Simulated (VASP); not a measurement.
Set up this calculation in VASP 6.6.1, as the native input.

* Task: relaxation of cell and atoms
* Functional: PBE
* Potentials or basis: VASP PAW PBE potentials, release 64 (In_d, Ru_pv)
* Cutoff: 600 eV
* k mesh: 6 × 6 × 6
* Occupations: gaussian, width 0.1 eV
* Spin: no spin polarisation
* Dipole correction: no
* Further INCAR settings: ALGO = Normal; EDIFF = 1e-06; IBRION = 2; EDIFFG = -0.04; NSW = 90; ISIF = 3

The structure of InRu2 lies in POSCAR:

```
InRu2
1.0
    0.0000000000      2.8718020800      2.8718020800
    2.8718020800      0.0000000000      2.8718020800
    2.8718020800      2.8718020800      0.0000000000
In Ru
1 2
Direct
    0.0000000000      0.0000000000      0.0000000000
    0.2500000000      0.2500000000      0.2500000000
    0.7500000000      0.7500000000      0.7500000000
```

One way to write it, as run:

INCAR

```
PREC = Accurate
ENCUT = 600
EDIFF = 1E-6
ISMEAR = 0
SIGMA = 0.1
LREAL = F
LASPH = T
NELM = 80
ALGO = Normal
ISIF = 3
LWAVE = F
LCHARG = F
GGA = PE
IBRION = 2
NSW = 90
EDIFFG = -0.04
```

KPOINTS

```
regular mesh
0
Gamma
  6 6 6
```

Potentials or basis: VASP PAW PBE potentials, release 64 (In_d, Ru_pv).

Run with:

```sh
$ cat potpaw_PBE.64/In_d/POTCAR potpaw_PBE.64/Ru_pv/POTCAR > POTCAR
$ mpirun -np 1 vasp_std > vasp.out
```

It gave:

| Quantity | Value |
| --- | --- |
| Relaxed volume | 19.04 Å³/atom |
| Relaxed cell | a = 4.323 Å, b = 4.323 Å, c = 4.323 Å, α = 60.00°, β = 60.00°, γ = 60.00° |
| Space group after relaxing (to 0.05 Å) | Fm-3m (No. 225) |
| Energy gained by relaxing | 342.0 meV/atom |
| Ionic steps | 5 |
| Pressure after relaxing | 0.0 GPa |

Caveat: the volume moved by over 15 % at a fixed basis, so the end points are rough.

Run time: 38 s on 1 thread of Intel(R) Xeon(R) 6975P-C (Granite Rapids), with other jobs on the host, peak memory 0.19 GiB.
